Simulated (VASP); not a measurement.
NaHgH3, 10 atoms in the cell. The typed cell holds 10 atoms: a = 3.920 Å, b = 7.839 Å, c = 3.920 Å, α = 89.91°, β = 89.79°, γ = 90.05°. 

| Quantity | Value |
| --- | --- |
| Program | VASP 6.6.1 |
| Task | single point |
| Functional | PBEsol |
| Potentials or basis | VASP PAW PBE potentials, release 64 (Na_pv, Hg, H) |
| Cutoff | 520 eV |
| k mesh | 4 × 2 × 4 |
| Occupations | fermi-dirac, width 0.05 eV |
| Spin | no spin polarisation |
| Dipole correction | no |
| Further INCAR settings | ALGO = Normal; EDIFF = 1e-06; NBANDS = 33 |

Potentials or basis: VASP PAW PBE potentials, release 64 (Na_pv, Hg, H).

Run with:

```bash
$ cat potpaw_PBE.64/Na_pv/POTCAR potpaw_PBE.64/Hg/POTCAR potpaw_PBE.64/H/POTCAR > POTCAR
$ mpirun -np 1 vasp_std > vasp.out
```

Hardware: 1 thread of Intel(R) Xeon(R) 6975P-C (Granite Rapids) (shared host).

Question: How long does it take, and how much memory?

Answer: Run time: 47 s on 1 thread of Intel(R) Xeon(R) 6975P-C (Granite Rapids), on a shared host, peak memory 0.25 GiB. Counts: scf iterations 13, k points 20.
